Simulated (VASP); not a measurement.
A run of VASP 6.6.1:

INCAR

```
PREC     = Accurate       # precision mode
ENCUT    = 520            # plane-wave cutoff, eV
EDIFF    = 1E-7           # SCF threshold, eV
ISMEAR   = 0              # smearing method
SIGMA    = 0.01           # smearing width, eV
LREAL    = F              # projectors in reciprocal space
LASPH    = T              # aspherical terms in the spheres
NELM     = 150            # most SCF steps
ALGO     = Normal         # electronic algorithm
ISIF     = 2              # what is computed and relaxed
LWAVE    = F              # write WAVECAR
LCHARG   = F              # write CHGCAR
ISPIN    = 2              # spin polarisation
MAGMOM   = 1 1            # initial moments
LORBIT   = 11             # projections on sites
GGA      = PS             # functional
IBRION   = 2              # ionic algorithm
NSW      = 80             # ionic steps
EDIFFG   = -0.004         # ionic threshold
```

Contents of KPOINTS:

```
Automatic mesh
0
Gamma
  1 1 1
```

File POSCAR:

```
O
1.0
   10.0000000000      0.0000000000      0.0000000000
    0.0000000000     10.5000000000      0.0000000000
    0.0000000000      0.0000000000     11.0000000000
O
2
Direct
    0.5000000000      0.5000000000      0.4450000000
    0.5000000000      0.5000000000      0.5550000000
```

Potentials or basis: VASP PAW PBE potentials, release 64 (O).

Command:

```bash
$ cat potpaw_PBE.64/O/POTCAR > POTCAR
$ mpirun -np 1 vasp_gam > vasp.out
```

Hardware: 1 thread of Oxide Virtual Turin-like Processor, with other jobs on the host.

Problem. Estimate the wall time of this run.

Solution. It took 12 min on 1 thread of Oxide Virtual Turin-like Processor, with other jobs on the host, peak memory 1.2 GiB. Counts: scf iterations 73, k points 1, ion steps 4.
